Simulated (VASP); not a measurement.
Runs of VASP 6.6.1 on WSe2. The structure is that of space group C2/m (No. 12), or close to it. The cells are those of the table. 

| cell | gap on the mesh (eV) | largest force (eV/Å) |
| --- | --- | --- |
| a = 2.903, b = 3.469, c = 23.983 Å, angles 90.0, 90.0, 114.7°, 6 atoms | 0.39 | 1.18 |
| a = 3.025, b = 3.400, c = 23.983 Å, angles 90.0, 90.0, 116.4°, 6 atoms | (a) | 0.89 |
| a = 3.761, b = 3.055, c = 23.983 Å, angles 90.0, 90.0, 128.0°, 6 atoms | 0.53 | 3.89 |
| a = 3.516, b = 3.155, c = 23.983 Å, angles 90.0, 90.0, 123.9°, 6 atoms | 1.36 | 1.48 |

Alike in all rows: task single point; level PBEsol; potentials or basis VASP PAW PBE potentials, release 64 (W_sv, Se); no spin polarisation; k mesh 12 × 12 × 2; cutoff (eV) 520; smearing gaussian 0.05 eV.

**Question.** Estimate the missing entries.

**Answer.** (a) 1.05.

Caveats: the PAW data sets were made with another functional, which shifts forces and pressure a little; spin-orbit coupling is left out, which moves the levels of the heavy elements.

A k mesh can miss the band edges, and the runs leave out spin-orbit coupling on Se, W.
